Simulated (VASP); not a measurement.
# GeS (Pnma) in VASP: notebook, part 2 of 2

VASP 6.6.1.

## 5. Single point, PBE (19.25 Å³/atom)

This run uses another cell than the first one, of 19.25 Å³/atom.

Input file INCAR:

```
SYSTEM = GeS
PREC = Accurate
ENCUT = 500
EDIFF = 1E-6
ISMEAR = -1
SIGMA = 0.02
LREAL = .FALSE.
LASPH = .TRUE.
NELM = 120
ALGO = Normal
ISIF = 2
LWAVE = .FALSE.
LCHARG = .FALSE.
GGA = PE
NBANDS = 50
GGA_COMPAT = .FALSE.
```

Input file KPOINTS:

```
Automatic mesh
0
G
  5 12 10
  0 0 0
```

Input file POSCAR:

```
GeS
1.0
   10.2562665582      0.0000000000      0.0000000000
    0.0000000000      3.5666730218      0.0000000000
    0.0000000000      0.0000000000      4.2092815092
Ge S
4 4
Direct
    0.6174318901      0.2500000000      0.3757824527
    0.8825681099      0.7500000000      0.8757824527
    0.1174318901      0.2500000000      0.1242175473
    0.3825681099      0.7500000000      0.6242175473
    0.8523414268      0.2500000000      0.4908680981
    0.6476585732      0.7500000000     -0.0091319019
    0.3523414268      0.2500000000      1.0091319019
    0.1476585732      0.7500000000      0.5091319019
```

Potentials or basis: VASP PAW PBE potentials, release 64 (Ge_d, S).

On the command line:

```sh
cat potpaw_PBE.64/Ge_d/POTCAR potpaw_PBE.64/S/POTCAR > POTCAR
mpirun -np 1 vasp_std > vasp.out
```

OUTCAR:

```text
SYSTEM = GeS
   PREC = Accurate
   ENCUT = 500
   EDIFF = 1E-6
   ISMEAR = -1
   LREAL = .FALSE.
   LASPH = .TRUE.
   NELM = 120
   ISIF = 2
   GGA = PE

 ion  position               nearest neighbor table
   1  0.617  0.250  0.376-   6 2.43   6 2.43   5 2.46
   2  0.883  0.750  0.876-   5 2.43   5 2.43   6 2.46
   3  0.117  0.250  0.124-   8 2.43   8 2.43   7 2.46
   4  0.383  0.750  0.624-   7 2.43   7 2.43   8 2.46
   5  0.852  0.250  0.491-   2 2.43   2 2.43   1 2.46
   6  0.648  0.750  0.991-   1 2.43   1 2.43   2 2.46
   7  0.352  0.250  0.009-   4 2.43   4 2.43   3 2.46
   8  0.148  0.750  0.509-   3 2.43   3 2.43   4 2.46

  LATTYP: Found a simple orthorhombic cell.
 ALAT       =     3.5666730218
 B/A-ratio  =     1.1801702829
 C/A-ratio  =     2.8755836309

  Lattice vectors:

 A1 = (   0.0000000000,   3.5666730218,   0.0000000000)
 A2 = (   0.0000000000,   0.0000000000,   4.2092815092)
 A3 = (  10.2562665582,   0.0000000000,   0.0000000000)

Analysis of symmetry for initial positions (statically):
=====================================================================
 Subroutine PRICEL returns:
 Original cell was already a primitive cell.

 Routine SETGRP: Setting up the symmetry group for a
 simple orthorhombic supercell.

 Subroutine GETGRP returns: Found  8 space group operations
 (whereof  2 operations were pure point group operations)
 out of a pool of  8 trial point group operations.

The static configuration has the point symmetry S_2 .
 The point group associated with its full space group is D_2h.

Analysis of symmetry for dynamics (positions and initial velocities):
=====================================================================
 Subroutine PRICEL returns:
 Original cell was already a primitive cell.

[... 142 lines left out ...]
  Fermi-wavevector in a.u.,A,eV,Ry     =   1.316087  2.487044 23.566451  1.732085
  Thomas-Fermi vector in A             =   2.446224
   LORBIT       =      0    0 simple, 1 ext, 2 COOP (PROOUT), +10 PAW based schemes
   GGA     = PE    functional components
   LHFCALC =     F    Hartree Fock is set to
   AEXX    =    0.0000 exact exchange contribution
   IVDW    =     0    specifies the selected vdW correction
   LEPSILON=     F    determine dielectric tensor
   LRPA    =     F    only Hartree local field effects (RPA)
 non-spin polarized calculation
  energy-cutoff  :      500.00
  volume of cell :      153.98
 maximum number of plane-waves:      3944
 NGX is ok and might be reduce to    80
   NGX = 37   NGY = 13   NGZ = 15

 number of electron      79.9999991 magnetization

 Free energy of the ion-electron system (eV)
  ---------------------------------------------------
  ext. energy  EPLUGINS =         0.00000000
  ---------------------------------------------------
  free energy    TOTEN  =       -36.39140769 eV

  energy without entropy =      -36.39140769  energy(sigma->0) =      -36.39140769

 E-fermi :   6.2353     XC(G=0): -10.4644

 val. band max:        5.8706151173   @ k =   0.0000   0.0000   0.3000
 cond. band min:       6.5860633917   @ k =   0.0000   0.0000   0.0000
 fundamental gap:      0.7154482743
 Fermi energy:         6.2352542164

 k-point     1 :       0.0000    0.0000    0.0000
  band No.  band energies     occupation
      1     -18.7584      2.00000
      2     -18.7512      2.00000
      3     -18.7497      2.00000
      4     -18.7445      2.00000
      5     -18.7410      2.00000
      6     -18.7393      2.00000
[... 1261 lines left out ...]
     49      11.0497      0.00000
     50      11.3690      0.00000

 [... further k-points ...]

------------------------ aborting loop because EDIFF is reached ----------------------------------------

  FORCE on cell =-STRESS in cart. coord.  units (eV):
  Direction    XX          YY          ZZ          XY          YZ          ZX
  --------------------------------------------------------------------------------------
  -------------------------------------------------------------------------------------
  Total        3.8609075      5.7683771      3.7807863      0.0000000      0.0000000      0.0000000
  in kB       40.1734756     60.0210595     39.3397993      0.0000000      0.0000000      0.0000000
  external PRESSURE =      46.5114448 kB  Pullay stress =       0.0000000 kB

 VOLUME and BASIS-vectors are now :
 -----------------------------------------------------------------------------
  energy-cutoff  :      500.00
  volume of cell :      153.98
      direct lattice vectors                 reciprocal lattice vectors
    10.256266558  0.000000000  0.000000000     0.097501366  0.000000000  0.000000000
     0.000000000  3.566673022  0.000000000     0.000000000  0.280373332  0.000000000
     0.000000000  0.000000000  4.209281509     0.000000000  0.000000000  0.237570236

 POSITION                                       TOTAL-FORCE (eV/Angst)
 -----------------------------------------------------------------------------------
      6.33255      0.89167      1.58177        -0.009832     -0.000000     -0.011158
      9.05185      2.67500      3.68641         0.009832     -0.000000     -0.011158
      1.20441      0.89167      0.52287        -0.009832      0.000000      0.011158
      3.92372      2.67500      2.62751         0.009832     -0.000000      0.011158
      8.74184      0.89167      2.06620         0.015863     -0.000000      0.012314
      6.64256      2.67500      4.17084        -0.015863     -0.000000      0.012314
      3.61371      0.89167      0.03844         0.015863     -0.000000     -0.012314
      1.51443      2.67500      2.14308        -0.015863     -0.000000     -0.012314
 -----------------------------------------------------------------------------------
    total drift:                                0.000000     -0.000000     -0.000000

  FREE ENERGIE OF THE ION-ELECTRON SYSTEM (eV)
  ---------------------------------------------------
  free  energy   TOTEN  =       -36.3914076902 eV

  energy  without entropy=      -36.3914076901  energy(sigma->0) =      -36.39140769
```

stdout:

```text
POSCAR found type information on POSCAR GeS
 POSCAR found :  2 types and       8 ions
 scaLAPACK will be used
 LDA part: xc-table for (Slater+PW92), standard interpolation
 POSCAR, INCAR and KPOINTS ok, starting setup
 FFT: planning ... GRIDC
 FFT: planning ... GRID_SOFT
 FFT: planning ... GRID
 WAVECAR not read
 entering main loop
```

Run time: 15 min. Hardware: 1 thread of Oxide Virtual Turin-like, shared host; peak memory 0.68 GiB.

Results:

- Free energy: -36.3914 eV
- Pressure: 4.7 GPa
- Largest force: 0.020 eV/Å
- Band gap on the k mesh: 0.72 eV (least direct gap 0.93 eV)

Forces in eV/Å, atoms in the order of the input:
```
Ge  -0.010  0.000 -0.011
Ge   0.010  0.000 -0.011
Ge  -0.010  0.000  0.011
Ge   0.010  0.000  0.011
S    0.016  0.000  0.012
S   -0.016  0.000  0.012
S    0.016  0.000 -0.012
S   -0.016  0.000 -0.012
```

Levels at points of the mesh, in eV from the valence-band top:
```tsv
k point	band 38	band 39	band 40	band 41	band 42	band 43
(0.00, 0.00, 0.00)	-1.21	-1.11	-0.21	0.72	2.60	2.95
(0.00, 0.50, 0.00)	-1.63	-1.28	-1.28	1.07	1.07	1.37
(0.00, 0.00, 0.50)	-1.04	-0.15	-0.15	1.68	1.68	2.43
(0.00, 0.50, 0.50)	-2.68	-1.69	-1.69	2.95	2.95	3.22
```

Caveat: the cell stands under pressure. A k mesh can miss the band edges.

## 6. Single point, PBE (20.89 Å³/atom)

This run uses another cell than the first one, of 20.89 Å³/atom.

INCAR is that of step 5.

Input file KPOINTS:

```
regular mesh
0
G
  5 12 10
  0 0 0
```

Input file POSCAR:

```
GeS
1.0
   10.5393397691      0.0000000000      0.0000000000
    0.0000000000      3.6651132855      0.0000000000
    0.0000000000      0.0000000000      4.3254577830
Ge S
4 4
Direct
    0.6218793874      0.2500000000      0.3683632989
    0.8781206126      0.7500000000      0.8683632989
    0.1218793874      0.2500000000      0.1316367011
    0.3781206126      0.7500000000      0.6316367011
    0.8499432667      0.2500000000      0.4965356274
    0.6500567333      0.7500000000     -0.0034643726
    0.3499432667      0.2500000000      1.0034643726
    0.1500567333      0.7500000000      0.5034643726
```

Potentials or basis: VASP PAW PBE potentials, release 64 (Ge_d, S).

On the command line:

```sh
cat potpaw_PBE.64/Ge_d/POTCAR potpaw_PBE.64/S/POTCAR > POTCAR
mpirun -np 1 vasp_std > vasp.out
```

Wall time 25 min (1 thread of AMD EPYC 9755, shared host); peak memory 0.7 GiB.

Results (log left out):

| Property | Result |
| --- | --- |
| Free energy | -36.6194 eV |
| Pressure | 1.0 GPa |
| Largest force | 0.018 eV/Å |
| Band gap on the k mesh | 1.14 eV (least direct gap 1.20 eV) |

Forces on the atoms (eV/Å):
```
Ge   0.016  0.000  0.007
Ge  -0.016  0.000  0.007
Ge   0.016  0.000 -0.007
Ge  -0.016  0.000 -0.007
S   -0.015  0.000  0.000
S    0.015  0.000  0.000
S   -0.015  0.000  0.000
S    0.015  0.000  0.000
```

Stress tensor (GPa, compression positive):
```
0.87 0.00 0.00
0.00 1.10 0.00
0.00 0.00 1.06
```

Levels at points of the mesh, in eV from the valence-band top:
| k point | band 38 | band 39 | band 40 | band 41 | band 42 | band 43 |
| --- | --- | --- | --- | --- | --- | --- |
| (0.00, 0.00, 0.00) | -0.85 | -0.83 | -0.06 | 1.14 | 2.68 | 2.84 |
| (0.00, 0.50, 0.00) | -1.42 | -1.07 | -1.07 | 1.53 | 1.53 | 1.55 |
| (0.00, 0.00, 0.50) | -0.91 | -0.21 | -0.21 | 1.71 | 1.71 | 2.54 |
| (0.00, 0.50, 0.50) | -2.17 | -1.32 | -1.32 | 3.12 | 3.12 | 3.33 |

## 7. Overview

```tsv
cell	gap on the mesh (eV)	pressure (GPa)	largest force (eV/Å)
a = 10.470, b = 3.641, c = 4.168 Å, 8 atoms, atomic positions A	0.76	2.8	0.02
a = 10.675, b = 3.712, c = 4.381 Å, 8 atoms, atomic positions B	1.30	-0.1	0.02
a = 10.470, b = 3.641, c = 4.426 Å, 8 atoms, atomic positions C	1.20	1.0	0.01
a = 10.256, b = 3.567, c = 4.209 Å, 8 atoms, atomic positions D	0.72	4.7	0.02
a = 10.539, b = 3.665, c = 4.325 Å, 8 atoms, atomic positions E	1.14	1.0	0.02
```

Alike in all rows: task single point; level PBE; potentials or basis VASP PAW PBE potentials, release 64 (Ge_d, S); no spin polarisation; k mesh 5 × 12 × 10; cutoff (eV) 500; smearing fermi-dirac 0.02 eV.

Caveats: the cell stands under pressure (at least some runs).

Total energies depend on the potentials used, so only differences within one code and one set of settings carry meaning.
